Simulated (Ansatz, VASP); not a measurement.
## One calculation of Al2Cu, two programs

```xyz
3
Lattice="4.0664 0.0000 0.0000 0.0000 4.0664 0.0000 0.0000 0.0000 2.8847" Properties=species:S:1:pos:R:3 pbc="T T T"
Al    2.0332    0.0318    1.4424
Al    0.0000    1.8931    1.4424
Cu    0.0000    0.0460    0.0000
```

Change from the starting cell: mode 9 frozen in at -0.142 Å, equal normal strain along x and y -0.0133.

Alike in both runs: task single point; functional PBE; k mesh 10 × 10 × 14; occupations gaussian, width 0.15 eV; no spin polarisation.

|  | VASP | Ansatz |
| --- | --- | --- |
| version | VASP 6.6.1 | Ansatz 0.2.0 |
| potentials or method | VASP PAW PBE potentials, release 64 (Al, Cu), cutoff 520 eV | scalar-relativistic, plane waves, PAW |
| valence electrons in the cell | 17 | 25 |

VASP gave:

* gap on the k mesh at the Fermi level (eV): none
* pressure (GPa): 4.4
* traceless stress, the component that is largest in VASP (GPa): 1.11
* rms of the force components (eV/Å): 0.792

Task: Estimate Ansatz's values.

Result: gap on the k mesh at the Fermi level (eV): none; pressure (GPa): 4.3; traceless stress, the component that is largest in VASP (GPa): 1.13; rms of the force components (eV/Å): 0.790.

Atom by atom the forces differ by 0.002 eV/Å (rms over components). A gap of «none» marks a metal or a gap that the smearing closes. VASP's potentials hold 17 valence electrons a cell and Ansatz's 25, so a difference there can come from the potentials and not from the codes.
